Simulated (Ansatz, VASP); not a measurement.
## Ge in VASP and in Ansatz

```
Ge
1.0
     3.87706    0.00000    0.00000
    -1.93853    3.35763    0.00000
     0.00000    0.00000    6.79426
Ge
4
Direct
  0.66667 0.33333 0.06291
  0.33333 0.66667 0.56291
  0.66667 0.33333 0.43709
  0.33333 0.66667 0.93709
```

Change from the starting cell: strain -0.030 along x and y, +0.030 along z, atoms carried along.

Alike in both runs: task single point; functional PBEsol; k mesh 12 × 12 × 8; occupations gaussian, width 0.15 eV; no spin polarisation.

|  | VASP | Ansatz |
| --- | --- | --- |
| version | VASP 6.6.1 | Ansatz 0.2.0 |
| potentials or method | VASP PAW PBE potentials, release 64 (Ge_d), cutoff 520 eV | scalar-relativistic, plane waves, PAW |
| valence electrons in the cell | 56 | 56 |

Ansatz gave:

- gap on the k mesh at the Fermi level (eV): none
- pressure (GPa): 2.7
- traceless stress, the component that is largest in VASP (GPa): -7.06
- rms of the force components (eV/Å): 0.311

**Question.** Which values does VASP return?

**Answer.** gap on the k mesh at the Fermi level (eV): none; pressure (GPa): 2.6; traceless stress, the component that is largest in VASP (GPa): -7.06; rms of the force components (eV/Å): 0.306.

VASP's potentials were made for PBE, not for PBEsol. Atom by atom the forces differ by 0.005 eV/Å (rms over components). A gap of «none» marks a metal or a gap that the smearing closes.
